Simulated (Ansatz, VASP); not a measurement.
# Te: VASP beside Ansatz

```
CELL_PARAMETERS angstrom
-1.93685 1.93685 1.93685
1.93685 -1.93685 1.93685
1.93685 1.93685 -1.93685
ATOMIC_POSITIONS crystal
Te 0.00000 0.00000 0.00000
```

Alike in both runs: task single point; functional revPBE; k mesh 13 × 13 × 13; occupations fermi-dirac, width 0.1 eV; no spin polarisation.

```csv
,VASP,Ansatz
version,VASP 6.6.1,Ansatz 0.2.0
potentials or method,"VASP PAW PBE potentials, release 64 (Te), cutoff 520 eV","plane waves (420 eV) with PAW, scalar-relativistic"
valence electrons in the cell,6,16
```

Ansatz gave:

- pressure (GPa): -0.1

Task: What did VASP give for the same quantities?

Result: Pressure (GPa): -0.2.

VASP's potentials were made for PBE, not for revPBE. VASP's potentials hold 6 valence electrons a cell and Ansatz's 16, so a difference there can come from the potentials and not from the codes.

Spin-orbit coupling is off throughout.
